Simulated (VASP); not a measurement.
# Rh (Fd-3m) in VASP: notebook

Runs on Rh. Level: PBE. Tasks: single point.

Program: VASP 6.6.1. These are calculated values, not measurements. Logs are shortened: lines on timing, memory, paths and dates and some standing lists are left out, and cuts for length are marked.

### 1 The cell of the first run

The structure is cubic, space group Fd-3m (No. 227). Conventional cell: a = 5.517 Å, b = 5.517 Å, c = 5.517 Å, α = 90.00°, β = 90.00°, γ = 90.00°. Within 3.2 Å of Rh (site symmetry -43m) lie 4 Rh at 2.39 Å.

### 2 Single point, PBE

Input file INCAR:

```
SYSTEM = Rh
ALGO     = Normal         ! electronic algorithm
EDIFF    = 1E-6           ! SCF threshold, eV
ENCUT    = 520            ! plane-wave cutoff, eV
GGA      = PE             ! functional
ISIF     = 2              ! what is computed and relaxed
ISMEAR   = -1             ! smearing method
LASPH    = .True.         ! aspherical terms in the spheres
LCHARG   = .False.        ! write CHGCAR
LREAL    = .False.        ! projectors in reciprocal space
LWAVE    = .False.        ! write WAVECAR
NBANDS   = 22             ! bands
NELM     = 100            ! most SCF steps
PREC     = Accurate       ! precision mode
SIGMA    = 0.1            ! smearing width, eV
```

Input file KPOINTS:

```
k-points
0
Gamma
  5 5 5
  0 0 0
```

Input file POSCAR:

```
Rh
1.0
    0.0000000000      2.7585814729      2.7585814729
    2.7585814729      0.0000000000      2.7585814729
    2.7585814729      2.7585814729      0.0000000000
Rh
2
Direct
    0.1250000000      0.1250000000      0.1250000000
    0.8750000000      0.8750000000      0.8750000000
```

Potentials or basis: VASP PAW PBE potentials, release 64 (Rh_pv).

On the command line:

```bash
cat potpaw_PBE.64/Rh_pv/POTCAR > POTCAR
mpirun -np 1 vasp_std > vasp.out
```

OUTCAR:

```text
SYSTEM = Rh
   EDIFF = 1E-6
   ENCUT = 520
   GGA = PE
   ISIF = 2
   ISMEAR = -1
   LASPH = .True.
   LREAL = .False.
   NELM = 100
   PREC = Accurate

 ion  position               nearest neighbor table
   1  0.125  0.125  0.125-   2 2.39   2 2.39   2 2.39   2 2.39
   2  0.875  0.875  0.875-   1 2.39   1 2.39   1 2.39   1 2.39

  LATTYP: Found a face centered cubic cell.
 ALAT       =     5.5171629458

  Lattice vectors:

 A1 = (   0.0000000000,   2.7585814729,   2.7585814729)
 A2 = (   2.7585814729,   0.0000000000,   2.7585814729)
 A3 = (   2.7585814729,   2.7585814729,   0.0000000000)

Analysis of symmetry for initial positions (statically):
=====================================================================
 Subroutine PRICEL returns:
 Original cell was already a primitive cell.

 Routine SETGRP: Setting up the symmetry group for a
 face centered cubic supercell.

 Subroutine GETGRP returns: Found 48 space group operations
 (whereof 12 operations were pure point group operations)
 out of a pool of 48 trial point group operations.

The static configuration has the point symmetry D_3d.
 The point group associated with its full space group is O_h .

Analysis of symmetry for dynamics (positions and initial velocities):
=====================================================================
 Subroutine PRICEL returns:
 Original cell was already a primitive cell.

 Routine SETGRP: Setting up the symmetry group for a
 face centered cubic supercell.

 Subroutine GETGRP returns: Found 48 space group operations
 (whereof 12 operations were pure point group operations)
 out of a pool of 48 trial point group operations.

The dynamic configuration has the point symmetry D_3d.
 The point group associated with its full space group is O_h .

 Subroutine INISYM returns: Found 48 space group operations
 (whereof 12 operations are pure point group operations),
 and found     1 'primitive' translations

----------------------------------------------------------------------------------------

                                     Primitive cell

  volume of cell :      41.9844

  direct lattice vectors                    reciprocal lattice vectors
     0.000000000  2.758581473  2.758581473    -0.181252577  0.181252577  0.181252577
     2.758581473  0.000000000  2.758581473     0.181252577 -0.181252577  0.181252577
     2.758581473  2.758581473  0.000000000     0.181252577  0.181252577 -0.181252577

  length of vectors
     3.901223332  3.901223332  3.901223332     0.313938672  0.313938672  0.313938672

  position of ions in fractional coordinates (direct lattice)
     0.125000000  0.125000000  0.125000000
     0.875000000  0.875000000  0.875000000

  ion indices of the primitive-cell ions
   primitive index   ion index
                 1           1
                 2           2

----------------------------------------------------------------------------------------

 KPOINTS: k-points

Automatic generation of k-mesh.
 Grid dimensions read from file:
 generate k-points for:    5    5    5

 Generating k-lattice:

  Cartesian coordinates                     Fractional coordinates (reciprocal lattice)
    -0.036250515  0.036250515  0.036250515     0.200000000  0.000000000  0.000000000
     0.036250515 -0.036250515  0.036250515     0.000000000  0.200000000  0.000000000
     0.036250515  0.036250515 -0.036250515     0.000000000  0.000000000  0.200000000

  Length of vectors
     0.062787734  0.062787734  0.062787734

  Shift w.r.t. Gamma in fractional coordinates (k-lattice)
     0.000000000  0.000000000  0.000000000

 Subroutine IBZKPT returns following result:
 ===========================================

 Found     10 irreducible k-points:

 Following reciprocal coordinates:
            Coordinates               Weight
  0.000000  0.000000  0.000000      1.000000
  0.200000  0.000000  0.000000      8.000000
  0.400000  0.000000  0.000000      8.000000
  0.200000  0.200000  0.000000      6.000000
  0.400000  0.200000  0.000000     24.000000
 -0.400000  0.200000  0.000000     24.000000
 -0.200000  0.200000  0.000000     12.000000
  0.400000  0.400000  0.000000      6.000000
 -0.400000  0.400000  0.000000     12.000000
 -0.400000  0.400000  0.200000     24.000000
   k-points           NKPTS =     10   k-points in BZ     NKDIM =     10   number of bands    NBANDS=     22
   number of dos      NEDOS =    301   number of ions     NIONS =      2
   total plane-waves  NPLWV =  27000
   dimension x,y,z NGX =    30 NGY =   30 NGZ =   30
   dimension x,y,z NGXF=    60 NGYF=   60 NGZF=   60
   ions per type =               2
   NGX,Y,Z   is equivalent  to a cutoff of  12.78, 12.78, 12.78 a.u.
   NGXF,Y,Z  is equivalent  to a cutoff of  25.57, 25.57, 25.57 a.u.
 SYSTEM =  Rh
   PREC   = accura    normal or accurate (medium, high low for compatibility)
   ISTART =      0    job   : 0-new  1-cont  2-samecut
   ICHARG =      2    charge: 1-file 2-atom 10-const
   ISPIN  =      1    spin polarized calculation?
   LNONCOLLINEAR =      F non collinear calculations
   LSORBIT =      F    spin-orbit coupling
   LASPH  =      T    aspherical Exc in radial PAW
   ENCUT  =  520.0 eV  38.22 Ry    6.18 a.u.   7.25  7.25  7.25*2*pi/ulx,y,z
   NELM   =    100;   NELMIN=  2; NELMDL= -5     # of ELM steps
   EDIFF  = 0.1E-05   stopping-criterion for ELM
   LREAL  =      F    real-space projection
   EDIFFG = 0.1E-04   stopping-criterion for IOM
   NSW    =      0    number of steps for IOM
   IBRION =     -1    ionic relax: 0-MD 1-quasi-New 2-CG
   NFREE  =      0    steps in history (QN), initial steepest desc. (CG)
   ISIF   =      2    stress and relaxation
   ISYM   =      2    0-nonsym 1-usesym 2-fastsym
   POTIM  = 0.5000    time-step for ionic-motion
   TEBEG  =    0.0;   TEEND  =   0.0 temperature during run
   PSTRESS=    0.0 pullay stress
   NELECT =      30.0000    total number of electrons
   NUPDOWN=      -1.0000    fix difference up-down
   EMIN   =  10.00;   EMAX   =-10.00  energy-range for DOS
   EFERMI =   0.00;   METHOD = LEGACY
   ISMEAR =    -1;   SIGMA  =   0.10  broadening in eV -4-tet -1-fermi 0-gaus
   EFERMI_NEDOS =   21; number of points for ismear=-14 and -15
   IALGO  =     38    algorithm
   IMIX   =      4    mixing-type and parameters
     AMIX     =   0.40;   BMIX     =  1.00
     AMIX_MAG =   1.60;   BMIX_MAG =  1.00
  volume/ion in A,a.u.               =      20.99       141.66
  Fermi-wavevector in a.u.,A,eV,Ry     =   1.463590  2.765784 29.144981  2.142096
  Thomas-Fermi vector in A             =   2.579667
   LORBIT       =      0    0 simple, 1 ext, 2 COOP (PROOUT), +10 PAW based schemes
   GGA     = PE    functional components
   LHFCALC =     F    Hartree Fock is set to
   AEXX    =    0.0000 exact exchange contribution
   IVDW    =     0    specifies the selected vdW correction
   LEPSILON=     F    determine dielectric tensor
   LRPA    =     F    only Hartree local field effects (RPA)
 non-spin polarized calculation
  energy-cutoff  :      520.00
  volume of cell :       41.98
 maximum number of plane-waves:      1143
 NGX is ok and might be reduce to    30
   NGX = 15   NGY = 15   NGZ = 15

 number of electron      30.0000011 magnetization

 Free energy of the ion-electron system (eV)
  ---------------------------------------------------
  ext. energy  EPLUGINS =         0.00000000
  ---------------------------------------------------
  free energy    TOTEN  =       -12.35397474 eV

  energy without entropy =      -12.25053502  energy(sigma->0) =      -12.30225488

 E-fermi :   6.4007     XC(G=0): -11.0878

 val. band max:        6.3687985427   @ k =   0.4000   0.4000   0.0000
 cond. band min:       6.4074344770   @ k =  -0.4000   0.2000   0.0000
 fundamental gap:      0.0386359343
 Fermi energy:         6.4006929482

 k-point     1 :       0.0000    0.0000    0.0000
  band No.  band energies     occupation
      1     -40.7037      2.00000
      2     -40.7037      2.00000
      3     -40.7037      2.00000
      4     -40.0984      2.00000
      5     -40.0984      2.00000
      6     -40.0984      2.00000
[... 14 lines left out ...]
     21      19.0190      0.00000
     22      19.1909      0.00000

 k-point     2 :       0.2000    0.0000    0.0000
  band No.  band energies     occupation
      1     -40.7267      2.00000
      2     -40.7267      2.00000
      3     -40.6967      2.00000
      4     -40.1080      2.00000
      5     -40.0748      2.00000
      6     -40.0748      2.00000
[... 14 lines left out ...]
     21      17.5662      0.00000
     22      20.2254      0.00000

 k-point     3 :       0.4000    0.0000    0.0000
  band No.  band energies     occupation
      1     -40.7607      2.00000
      2     -40.7607      2.00000
      3     -40.6855      2.00000
      4     -40.1232      2.00000
      5     -40.0397      2.00000
      6     -40.0397      2.00000
[... 14 lines left out ...]
     21      16.7629      0.00000
     22      19.8559      0.00000

 k-point     4 :       0.2000    0.2000    0.0000
  band No.  band energies     occupation
      1     -40.7522      2.00000
      2     -40.7522      2.00000
      3     -40.6476      2.00000
      4     -40.1586      2.00000
      5     -40.0487      2.00000
      6     -40.0487      2.00000
[... 14 lines left out ...]
     21      16.7244      0.00000
     22      17.7449      0.00000

 k-point     5 :       0.4000    0.2000    0.0000
  band No.  band energies     occupation
      1     -40.7963      2.00000
      2     -40.7851      2.00000
      3     -40.5969      2.00000
      4     -40.2113      2.00000
      5     -40.0148      2.00000
      6     -40.0052      2.00000
[... 14 lines left out ...]
     21      16.7139      0.00000
     22      19.6344      0.00000

 k-point     6 :      -0.4000    0.2000    0.0000
  band No.  band energies     occupation
      1     -40.8211      2.00000
      2     -40.7821      2.00000
      3     -40.5860      2.00000
      4     -40.2216      2.00000
      5     -40.0177      2.00000
      6     -39.9816      2.00000
[... 14 lines left out ...]
     21      16.8434      0.00000
     22      21.3553      0.00000

 k-point     7 :      -0.2000    0.2000    0.0000
  band No.  band energies     occupation
      1     -40.7898      2.00000
      2     -40.7469      2.00000
      3     -40.6429      2.00000
      4     -40.1632      2.00000
      5     -40.0539      2.00000
      6     -40.0123      2.00000
[... 14 lines left out ...]
     21      17.3070      0.00000
     22      20.2940      0.00000

 k-point     8 :       0.4000    0.4000    0.0000
  band No.  band energies     occupation
      1     -40.8187      2.00000
      2     -40.8187      2.00000
      3     -40.4995      2.00000
      4     -40.3132      2.00000
      5     -39.9802      2.00000
      6     -39.9802      2.00000
[... 14 lines left out ...]
     21      16.4638      0.00000
     22      17.0334      0.00000

 k-point     9 :      -0.4000    0.4000    0.0000
  band No.  band energies     occupation
      1     -40.8385      2.00000
      2     -40.8170      2.00000
      3     -40.4546      2.00000
      4     -40.3563      2.00000
      5     -39.9818      2.00000
      6     -39.9625      2.00000
[... 14 lines left out ...]
     21      16.8036      0.00000
     22      19.2188      0.00000

 k-point    10 :      -0.4000    0.4000    0.2000
  band No.  band energies     occupation
      1     -40.8324      2.00000
      2     -40.8098      2.00000
      3     -40.5015      2.00000
      4     -40.3072      2.00000
      5     -39.9903      2.00000
      6     -39.9692      2.00000
[... 14 lines left out ...]
     21      18.6179      0.00000
     22      19.7937      0.00000

------------------------ aborting loop because EDIFF is reached ----------------------------------------

  FORCE on cell =-STRESS in cart. coord.  units (eV):
  Direction    XX          YY          ZZ          XY          YZ          ZX
  --------------------------------------------------------------------------------------
  -------------------------------------------------------------------------------------
  Total        0.1246595      0.1246595      0.1246595      0.0000000      0.0000000      0.0000000
  in kB        4.7571678      4.7571678      4.7571678      0.0000000      0.0000000      0.0000000
  external PRESSURE =       4.7571678 kB  Pullay stress =       0.0000000 kB

 VOLUME and BASIS-vectors are now :
 -----------------------------------------------------------------------------
  energy-cutoff  :      520.00
  volume of cell :       41.98
      direct lattice vectors                 reciprocal lattice vectors
     0.000000000  2.758581473  2.758581473    -0.181252577  0.181252577  0.181252577
     2.758581473  0.000000000  2.758581473     0.181252577 -0.181252577  0.181252577
     2.758581473  2.758581473  0.000000000     0.181252577  0.181252577 -0.181252577

 POSITION                                       TOTAL-FORCE (eV/Angst)
 -----------------------------------------------------------------------------------
      0.68965      0.68965      0.68965        -0.000000      0.000000      0.000000
      4.82752      4.82752      4.82752         0.000000     -0.000000     -0.000000
 -----------------------------------------------------------------------------------
    total drift:                               -0.000000      0.000000      0.000000

  FREE ENERGIE OF THE ION-ELECTRON SYSTEM (eV)
  ---------------------------------------------------
  free  energy   TOTEN  =       -12.3539747361 eV

  energy  without entropy=      -12.2505350242  energy(sigma->0) =      -12.30225488
```

It took 8.3 s on 1 thread of AMD EPYC 7R13 (Zen 3), shared host; peak memory 0.13 GiB.

Results:

```yaml
Free_energy: -12.3540 eV
Pressure: 0.5 GPa
Band_gap_on_the_k_mesh: zero (band 15 reaches 6.76 eV, above the bottom of band 16 at 6.09 eV)
```

Levels at points of the mesh, in eV from the Fermi level:
```tsv
k point	band 13	band 14	band 15	band 16	band 17	band 18
(0.00, 0.00, 0.00)	-1.46	-1.46	-1.46	0.33	0.33	12.43
```

Caveat: the k points lie up to 0.39 Å⁻¹ apart.

[end of part 1 of 2]
